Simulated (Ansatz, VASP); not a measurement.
# Ir: VASP beside Ansatz

The input INCAR:

```
  ALGO = Normal
  EDIFF = 1E-6
  ENCUT = 560
  GGA = CA
  GGA_COMPAT = False
  ISIF = 2
  ISMEAR = -1
  LASPH = True
  LCHARG = False
  LREAL = False
  LWAVE = False
  NBANDS = 14
  NELM = 120
  PREC = Accurate
  SIGMA = 0.15
```

KPOINTS

```
k-points
0
Gamma
  20 20 20
```

The input POSCAR:

```
Ir
1.0
    0.0000000000      1.8936287994      1.8936287994
    1.8936287994      0.0000000000      1.8936287994
    1.8936287994      1.8936287994      0.0000000000
Ir
1
Direct
    0.0000000000      0.0000000000      0.0000000000
```

Input for Ansatz:

```yaml
crystal:
  lattice:
    - [0.0, 1.8936287994, 1.8936287994]
    - [1.8936287994, 0.0, 1.8936287994]
    - [1.8936287994, 1.8936287994, 0.0]
  atoms:
    - { symbol: Ir, position: [0.0, 0.0, 0.0] }
basis:
  ecutwfc: 420
kpoints:
  mp_grid: { grid: [20, 20, 20] }
hamiltonian:
  xc: lda
scf:
  occupations: { method: fermi_dirac, width: 0.15 }
output:
  forces: true
  stress: true
  eigenvalues: true
```

Alike in both runs: task single point; functional LDA; k mesh 20 × 20 × 20; occupations fermi-dirac, width 0.15 eV; no spin polarisation.

|  | VASP | Ansatz |
| --- | --- | --- |
| version | VASP 6.6.1 | Ansatz 0.2.0 |
| potentials or method | VASP PAW LDA potentials, release 64 (Ir_sv_GW), cutoff 560 eV | scalar-relativistic, plane waves, PAW |
| valence electrons in the cell | 17 | 17 |

|  | VASP | Ansatz | Ansatz less VASP |
| --- | --- | --- | --- |
| gap on the k mesh at the Fermi level (eV) | none | none | - |
| pressure (GPa) | 8.2 | 8.5 | +0.31 |

LDA's correlation is that of Perdew and Zunger in VASP and of Perdew and Wang (1992) in Ansatz. A gap of «none» marks a metal or a gap that the smearing closes.

Neither program's run includes spin-orbit coupling.
